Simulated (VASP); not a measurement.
CdSe: single point with PBE

Crystal: CdSe.

```
Cd Se
1.0
     3.53310    0.00000    0.00000
     0.00000    3.53310    0.00000
     0.00000    0.00000    3.53310
Cd Se
1 1
Direct
  0.00000 0.00000 0.00000
  0.50000 0.50000 0.50000
```

| Property | Result |
| --- | --- |
| Program | VASP 6.6.1 |
| Task | single point |
| Functional | PBE |
| Potentials or basis | VASP PAW PBE potentials, release 64 (Cd, Se) |
| Cutoff | 520 eV |
| k mesh | 6 × 6 × 6 |
| Occupations | fermi-dirac, width 0.02 eV |
| Spin | no spin polarisation |

| Quantity | Value |
| --- | --- |
| Pressure | 1.4 GPa |
| Band gap on the k mesh | zero (band 9 reaches 3.55 eV, above the bottom of band 10 at 2.26 eV) |

Levels at points of the mesh, in eV from the Fermi level:
```tsv
k point	band 5	band 6	band 7	band 8	band 9	band 10	band 11	band 12	band 13	band 14
(0.00, 0.00, 0.00)	-8.42	-8.42	-1.61	-1.26	-1.26	-1.26	6.04	6.04	10.67	10.67
(0.50, 0.00, 0.00)	-8.63	-8.40	-6.11	0.00	0.00	2.68	3.96	6.55	6.55	6.94
(0.50, 0.50, 0.00)	-8.25	-8.18	-4.54	-4.54	-1.54	0.13	7.15	7.15	8.09	10.05
(0.50, 0.50, 0.50)	-8.24	-8.24	-2.29	-2.29	-2.29	1.35	1.35	1.35	1.63	16.95
```

Wall time 13 s on 1 thread of Intel(R) Xeon(R) Platinum 8375C CPU @ 2.90GHz (Ice Lake), on a shared host, peak memory 0.16 GiB.
